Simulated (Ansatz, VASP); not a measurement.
**Ru: VASP beside Ansatz**

```
Ru
1.0
     5.48306    0.00000    0.00000
    -2.74153    4.74847    0.00000
     0.00000    0.00000    8.70864
Ru
15
Direct
  0.16769 0.33465 0.12541
  0.33094 0.17139 0.37807
  0.33094 0.17140 0.87273
  0.16997 0.83580 0.12540
  0.33094 0.66116 0.37806
  0.17076 0.83618 0.62540
  0.33094 0.66116 0.87274
  0.66655 0.33236 0.12540
  0.84117 0.17137 0.37807
  0.66616 0.33155 0.62540
  0.84118 0.17139 0.87273
  0.66654 0.83579 0.12540
  0.83436 0.66799 0.37669
  0.66610 0.83613 0.62541
  0.83435 0.66797 0.87412
```

Alike in both runs: functional PBE; k mesh 4 × 4 × 2; occupations fermi-dirac, width 0.5 eV; no spin polarisation.

Ansatz relaxed the structure, and its values are those at the end. VASP's run is a single point on that final structure, the one shown.

```csv
,VASP,Ansatz
version,VASP 6.6.1,Ansatz 0.2.0
potentials or method,"VASP PAW PBE potentials, release 64 (Ru_pv), cutoff 400 eV",plane-wave PAW DFT
valence electrons in the cell,210,240
```

Ansatz gave:

* rms of the force components (eV/Å): 0.001

Question: Which values does VASP return?

Answer: rms of the force components (eV/Å): 0.008.

With one functional, cell and mesh, what is left measures potentials, basis and numerics. VASP's potentials hold 210 valence electrons a cell and Ansatz's 240, so a difference there can come from the potentials and not from the codes.

The k mesh is coarse, so the values compare programs but aren't converged.
